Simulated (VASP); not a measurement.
# SrAl3 (P6/mmm) in VASP: notebook

SrAl3 is run at these levels: PBE; tasks: single point, relaxation of cell and atoms.

Program: VASP 6.6.1. These are calculated values, not measurements. Logs are shortened: lines on timing, memory, paths and dates and some standing lists are left out, and cuts for length are marked.

**1. The cell of the first run**

The structure is hexagonal, space group P6/mmm (No. 191). Conventional cell: a = 6.205 Å, b = 6.205 Å, c = 2.897 Å, α = 90.00°, β = 90.00°, γ = 120.00°. Within 3.8 Å of Sr (site symmetry 6/mmm) lie 2 Sr at 2.90 Å and 6 Al at 3.10 Å. Within 3.8 Å of Al (site symmetry mmm) lie 6 Al at 2.90 to 3.10 Å and 2 Sr at 3.10 Å.

**2. Single point, PBE**

Input file INCAR:

```
SYSTEM = SrAl3
ALGO = Fast
EDIFF = 1E-6
ENCUT = 520
GGA = PE
ISIF = 2
ISMEAR = 0
LASPH = .True.
LCHARG = .True.
LELF = .True.
LREAL = .False.
LVHAR = .True.
LWAVE = .False.
NBANDS = 18
NELM = 100
PREC = Accurate
SIGMA = 0.1
```

Input file KPOINTS:

```
k-points
0
Gamma
  6 6 4
  0 0 0
```

Input file POSCAR:

```
SrAl3
1.0
    6.2050304439     -0.0000000038      0.0000000000
   -3.1025152187      5.3737139976      0.0000000000
    0.0000000000      0.0000000000      2.8966766529
Sr Al
1 3
Direct
    0.0000000000      0.0000000000      0.5000000000
    0.5000000000      0.0000000000      0.5000000000
    0.0000000000      0.5000000000      0.5000000000
    0.5000000000      0.5000000000      0.5000000000
```

Potentials or basis: VASP PAW PBE potentials, release 64 (Sr_sv, Al).

Command:

```bash
cat potpaw_PBE.64/Sr_sv/POTCAR potpaw_PBE.64/Al/POTCAR > POTCAR
mpirun -np 1 vasp_std > vasp.out
```

OUTCAR:

```text
SYSTEM = SrAl3
   EDIFF = 1E-6
   ENCUT = 520
   GGA = PE
   ISIF = 2
   ISMEAR = 0
   LASPH = .True.
   LREAL = .False.
   NELM = 100
   PREC = Accurate

 ion  position               nearest neighbor table
   1  0.000  0.000  0.500-   2 3.10   2 3.10   4 3.10   4 3.10   3 3.10   3 3.10   2 4.24   2 4.24
                             2 4.24   2 4.24   4 4.24   4 4.24   4 4.24   4 4.24   3 4.24   3 4.24
   2  0.500  0.000  0.500-   1 3.10   1 3.10   3 3.10   3 3.10   4 3.10   4 3.10   1 4.24   1 4.24
                             1 4.24   1 4.24
   3  0.000  0.500  0.500-   4 3.10   4 3.10   2 3.10   2 3.10   1 3.10   1 3.10   1 4.24   1 4.24
                             1 4.24   1 4.24
   4  0.500  0.500  0.500-   3 3.10   3 3.10   1 3.10   1 3.10   2 3.10   2 3.10   1 4.24   1 4.24
                             1 4.24   1 4.24

  LATTYP: Found a hexagonal cell.
 ALAT       =     6.2050304439
 C/A-ratio  =     0.4668271460

  Lattice vectors:

 A1 = (   6.2050304439,  -0.0000000038,   0.0000000000)
 A2 = (  -3.1025152187,   5.3737139976,   0.0000000000)
 A3 = (   0.0000000000,   0.0000000000,   2.8966766529)

Analysis of symmetry for initial positions (statically):
=====================================================================
 Subroutine PRICEL returns:
 Original cell was already a primitive cell.

 Routine SETGRP: Setting up the symmetry group for a
 hexagonal supercell.

 Subroutine GETGRP returns: Found 24 space group operations
 (whereof 24 operations were pure point group operations)
 out of a pool of 24 trial point group operations.

The static configuration has the point symmetry D_6h.

Analysis of symmetry for dynamics (positions and initial velocities):
=====================================================================
 Subroutine PRICEL returns:
 Original cell was already a primitive cell.

 Routine SETGRP: Setting up the symmetry group for a
 hexagonal supercell.

 Subroutine GETGRP returns: Found 24 space group operations
 (whereof 24 operations were pure point group operations)
 out of a pool of 24 trial point group operations.

The dynamic configuration has the point symmetry D_6h.

 Subroutine INISYM returns: Found 24 space group operations
[... 93 lines left out ...]
   LSORBIT =      F    spin-orbit coupling
   LASPH  =      T    aspherical Exc in radial PAW
   ENCUT  =  520.0 eV  38.22 Ry    6.18 a.u.  11.54 11.54  5.39*2*pi/ulx,y,z
   NELM   =    100;   NELMIN=  2; NELMDL= -5     # of ELM steps
   EDIFF  = 0.1E-05   stopping-criterion for ELM
   LREAL  =      F    real-space projection
   EDIFFG = 0.1E-04   stopping-criterion for IOM
   NSW    =      0    number of steps for IOM
   IBRION =     -1    ionic relax: 0-MD 1-quasi-New 2-CG
   NFREE  =      0    steps in history (QN), initial steepest desc. (CG)
   ISIF   =      2    stress and relaxation
   ISYM   =      2    0-nonsym 1-usesym 2-fastsym
   POTIM  = 0.5000    time-step for ionic-motion
   TEBEG  =    0.0;   TEEND  =   0.0 temperature during run
   PSTRESS=    0.0 pullay stress
   NELECT =      19.0000    total number of electrons
   NUPDOWN=      -1.0000    fix difference up-down
   EMIN   =  10.00;   EMAX   =-10.00  energy-range for DOS
   EFERMI =   0.00;   METHOD = LEGACY
   ISMEAR =     0;   SIGMA  =   0.10  broadening in eV -4-tet -1-fermi 0-gaus
   EFERMI_NEDOS =   21; number of points for ismear=-14 and -15
   IALGO  =     68    algorithm
   IMIX   =      4    mixing-type and parameters
     AMIX     =   0.40;   BMIX     =  1.00
     AMIX_MAG =   1.60;   BMIX_MAG =  1.00
  volume/ion in A,a.u.               =      24.15       162.95
  Fermi-wavevector in a.u.,A,eV,Ry     =   0.952109  1.799225 12.333831  0.906511
  Thomas-Fermi vector in A             =   2.080641
   LORBIT       =      0    0 simple, 1 ext, 2 COOP (PROOUT), +10 PAW based schemes
   GGA     = PE    functional components
   LHFCALC =     F    Hartree Fock is set to
   AEXX    =    0.0000 exact exchange contribution
   IVDW    =     0    specifies the selected vdW correction
   LEPSILON=     F    determine dielectric tensor
   LRPA    =     F    only Hartree local field effects (RPA)
 non-spin polarized calculation
 RMM-DIIS sequential band-by-band and
 Gauss-broadening in eV      SIGMA  =   0.10
  energy-cutoff  :      520.00
  volume of cell :       96.59
 maximum number of plane-waves:      2627
 NGX is ok and might be reduce to    48
   NGX = 23   NGY = 23   NGZ = 11

 number of electron      19.0000000 magnetization

 Free energy of the ion-electron system (eV)
  ---------------------------------------------------
  ext. energy  EPLUGINS =         0.00000000
  ---------------------------------------------------
  free energy    TOTEN  =       -11.46003444 eV

  energy without entropy =      -11.45586091  energy(sigma->0) =      -11.45794767

 E-fermi :   4.6254     XC(G=0):  -9.2167

 val. band max:        4.5078066719   @ k =   0.0000   0.0000   0.5000
 cond. band min:       4.6518272714   @ k =   0.5000  -0.0000   0.2500
 fundamental gap:      0.1440205995
 Fermi energy:         4.6253577894

 k-point     1 :       0.0000    0.0000    0.0000
  band No.  band energies     occupation
      1     -31.3149      2.00000
      2     -13.3009      2.00000
      3     -13.3009      2.00000
      4     -12.2972      2.00000
      5      -3.5340      2.00000
      6       0.1542      2.00000
[... 418 lines left out ...]
      5       1.5717      2.00000
      6       1.5717      2.00000
[... 10 lines left out ...]
     17       9.3539      0.00000
     18       9.3539      0.00000

------------------------ aborting loop because EDIFF is reached ----------------------------------------

  FORCE on cell =-STRESS in cart. coord.  units (eV):
  Direction    XX          YY          ZZ          XY          YZ          ZX
  --------------------------------------------------------------------------------------
  -------------------------------------------------------------------------------------
  Total        0.0594385      0.0594385      0.0692618     -0.0000000      0.0000000      0.0000000
  in kB        0.9859608      0.9859608      1.1489099     -0.0000000      0.0000000      0.0000000
  external PRESSURE =       1.0402772 kB  Pullay stress =       0.0000000 kB

 VOLUME and BASIS-vectors are now :
 -----------------------------------------------------------------------------
  energy-cutoff  :      520.00
  volume of cell :       96.59
      direct lattice vectors                 reciprocal lattice vectors
     6.205030444 -0.000000004  0.000000000     0.161159564  0.093045517  0.000000000
    -3.102515219  5.373713998  0.000000000     0.000000000  0.186091035  0.000000000
     0.000000000  0.000000000  2.896676653     0.000000000  0.000000000  0.345223206

 POSITION                                       TOTAL-FORCE (eV/Angst)
 -----------------------------------------------------------------------------------
      0.00000      0.00000      1.44834         0.000000      0.000000      0.000000
      3.10252     -0.00000      1.44834         0.000000      0.000000      0.000000
     -1.55126      2.68686      1.44834        -0.000000      0.000000      0.000000
      1.55126      2.68686      1.44834         0.000000      0.000000      0.000000
 -----------------------------------------------------------------------------------
    total drift:                                0.000000      0.000000      0.000000

  FREE ENERGIE OF THE ION-ELECTRON SYSTEM (eV)
  ---------------------------------------------------
  free  energy   TOTEN  =       -11.4600344362 eV

  energy  without entropy=      -11.4558609109  energy(sigma->0) =      -11.45794767
```

OSZICAR:

```text
N       E                     dE             d eps       ncg     rms          rms(c)
DAV:   1     0.577488543146E+02    0.57749E+02   -0.76703E+03   756   0.854E+02
DAV:   2    -0.722793822670E+01   -0.64977E+02   -0.63037E+02  1006   0.162E+02
DAV:   3    -0.115321310176E+02   -0.43042E+01   -0.42764E+01  1246   0.321E+01
DAV:   4    -0.116232045814E+02   -0.91074E-01   -0.91006E-01  1060   0.406E+00
DAV:   5    -0.116256757490E+02   -0.24712E-02   -0.24709E-02  1114   0.576E-01    0.247E+01
RMM:   6    -0.114928221974E+02    0.13285E+00   -0.10649E-01   867   0.142E+00    0.132E+01
RMM:   7    -0.114624161227E+02    0.30406E-01   -0.89204E-02   926   0.171E+00    0.952E-01
RMM:   8    -0.114594672072E+02    0.29489E-02   -0.16864E-02   985   0.688E-01    0.137E-01
RMM:   9    -0.114598631475E+02   -0.39594E-03   -0.31674E-03  1130   0.250E-01    0.105E-01
RMM:  10    -0.114599859576E+02   -0.12281E-03   -0.77663E-04  1164   0.111E-01    0.712E-02
RMM:  11    -0.114600190973E+02   -0.33140E-04   -0.22224E-04  1131   0.796E-02    0.282E-02
RMM:  12    -0.114600278928E+02   -0.87955E-05   -0.12526E-04  1126   0.438E-02    0.160E-02
RMM:  13    -0.114600308081E+02   -0.29153E-05   -0.40203E-05  1078   0.228E-02    0.105E-02
RMM:  14    -0.114600326976E+02   -0.18895E-05   -0.17546E-05   897   0.156E-02    0.367E-03
RMM:  15    -0.114600338721E+02   -0.11745E-05   -0.78136E-06   769   0.102E-02    0.786E-04
RMM:  16    -0.114600344362E+02   -0.56417E-06   -0.43686E-06   712   0.634E-03
   1 F= -.11460034E+02 E0= -.11457948E+02  d E =-.417353E-02
```

stdout:

```text
POSCAR found type information on POSCAR SrAl
 POSCAR found :  2 types and       4 ions
 scaLAPACK will be used
 LDA part: xc-table for (Slater+PW92), standard interpolation
 POSCAR, INCAR and KPOINTS ok, starting setup
 FFT: planning ... GRIDC
 FFT: planning ... GRID_SOFT
 FFT: planning ... GRID
 WAVECAR not read
 entering main loop
WARNING in EDDRMM: call to ZHEGV failed, returncode =   6  3      8
```

Wall time 20 s (1 thread of Intel Xeon 6975P-C (Granite Rapids), shared host); peak memory 0.23 GiB.

What came out:

| Quantity | Value |
| --- | --- |
| Free energy | -11.4600 eV |
| Pressure | 0.1 GPa |

Caveat: the k points lie up to 0.54 Å⁻¹ apart.

**3. Relaxation of cell and atoms, PBE**

This run uses another cell than the first one, of 21.04 Å³/atom, 0.871 times its volume.

Input file INCAR:

```
  ALGO = Normal
  EDIFF = 1E-7
  EDIFFG = -0.04
  ENCUT = 600
  GGA = PE
  IBRION = 2
  ISIF = 3
  ISMEAR = 0
  LASPH = True
  LCHARG = False
  LREAL = False
  LWAVE = False
  NELM = 60
  NSW = 90
  PREC = Accurate
  SIGMA = 0.1
```

Input file KPOINTS:

```
k-points
0
Gamma
  6 6 4
```

Input file POSCAR:

```
SrAl3
1.0
    4.7408481300      0.0000000000      0.0000000000
   -2.3704240600      4.1056949100      0.0000000000
    0.0000000000      0.0000000000      4.3229090900
Sr Al
1 3
Direct
    0.0000000000      0.0000000000      0.5000000000
    0.5000000000      0.0000000000      0.5000000000
    0.0000000000      0.5000000000      0.5000000000
    0.5000000000      0.5000000000      0.5000000000
```

Potentials or basis: VASP PAW PBE potentials, release 64 (Sr_sv, Al).

Command:

```bash
cat potpaw_PBE.64/Sr_sv/POTCAR potpaw_PBE.64/Al/POTCAR > POTCAR
mpirun -np 1 vasp_std > vasp.out
```

Wall time 3.3 min (1 thread of Intel Xeon 6975P-C (Granite Rapids), shared host); peak memory 0.26 GiB.

Results (log left out):

```
Free energy                            : -11.4562 eV
Relaxed volume                         : 24.21 Å³/atom
Relaxed cell                           : a = 6.210 Å, b = 6.210 Å, c = 2.900 Å, α = 90.00°, β = 90.00°, γ = 120.00°
Space group after relaxing (to 0.05 Å) : P6/mmm (No. 191)
Energy gained by relaxing              : 2636.9 meV/atom
Ionic steps                            : 17
Pressure after relaxing                : 0.0 GPa
```

Step by step:
```
step  energy change (eV)  largest force (eV/Å)  pressure (GPa)  volume (Å³)
   1              0.0000                0.0000           49.50        84.14
   2             -8.2406                0.0000           -4.45       181.33
   3             -9.1478                0.0000           -0.13       139.95
   4             -9.1534                0.0000           -1.53       145.98
   5             -9.1614                0.0000           -0.97       143.38
   6             -9.1596                0.0000           -0.66       142.05
   7             -9.2319                0.0000           -0.82       138.24
   8             -9.4688                0.0000           -1.24       126.74
   9            -10.4093                0.0000           -1.55       103.46
  10             32.9055                0.0000          218.99        55.78
  11            -10.4425                0.0000           -1.42       102.63
  12            -10.5411                0.0000            0.17        96.35
  13            -10.5465                0.0000           -0.36        97.77
  14            -10.5467                0.0000            0.27        96.22
  15            -10.5474                0.0000           -0.03        96.94
  16            -10.5461                0.0000            0.05        96.67
  17            -10.5477                0.0000           -0.01        96.86
```

Final structure:
```
Sr Al
1.0
     6.21021    0.00000    0.00000
    -3.10510    5.37820    0.00000
     0.00000    0.00000    2.89988
Sr Al
1 3
Cartesian
  0.0000 0.0000 1.4499
  3.1051 0.0000 1.4499
  -1.5526 2.6891 1.4499
  1.5526 2.6891 1.4499
```

Levels at points of the mesh, in eV from the Fermi level:
| k point | band 7 | band 8 | band 9 | band 10 | band 11 | band 12 | band 13 |
| --- | --- | --- | --- | --- | --- | --- | --- |
| (0.00, 0.00, 0.00) | -4.47 | -3.20 | -1.54 | -1.54 | 0.30 | 2.39 | 3.84 |
| (0.50, 0.00, 0.00) | -4.38 | -3.12 | -0.87 | 0.56 | 1.06 | 1.16 | 1.17 |
| (0.00, 0.00, 0.50) | -0.64 | -0.64 | -0.26 | -0.11 | -0.11 | 0.04 | 0.04 |
| (0.50, 0.00, 0.50) | -2.85 | -1.63 | -1.13 | -0.37 | -0.17 | 2.01 | 2.26 |

Caveat: the k points lie up to 0.54 Å⁻¹ apart in the final cell; the volume moved by over 15 % at a fixed basis, so the end points are rough.
